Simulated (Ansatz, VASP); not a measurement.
## Fe: VASP beside Ansatz

```
CELL_PARAMETERS angstrom
2.60529 0.00000 0.00000
-1.30265 2.25625 0.00000
0.00000 0.00000 4.49533
ATOMIC_POSITIONS crystal
Fe 0.33333 0.66667 0.25000
Fe 0.66667 0.33333 0.75000
```

Alike in both runs: task single point; functional r2SCAN; k mesh 16 × 16 × 8; occupations fermi-dirac, width 0.05 eV; collinear spin.

|  | VASP | Ansatz |
| --- | --- | --- |
| version | VASP 6.6.1 | Ansatz 0.2.0 |
| potentials or method | VASP PAW PBE potentials, release 64 (Fe), cutoff 520 eV | plane waves (500 eV) with PAW, scalar-relativistic |
| valence electrons in the cell | 16 | 32 |

```csv
,VASP,Ansatz,Ansatz less VASP
pressure (GPa),-11.2,-11.0,+0.24
"traceless stress, the component that is largest in VASP (GPa)",1.26,1.09,-0.170
net moment per atom (μB),2.85,2.85,+0.002
size of the moment on the site where the two differ most (μB),2.92,2.97,+0.059
```

VASP's potentials were made for PBE, not for r2SCAN. Site moments also hang on the region over which each program counts them. VASP's potentials hold 16 valence electrons a cell and Ansatz's 32, so a difference there can come from the potentials and not from the codes. Ansatz's warnings: stability check not made.
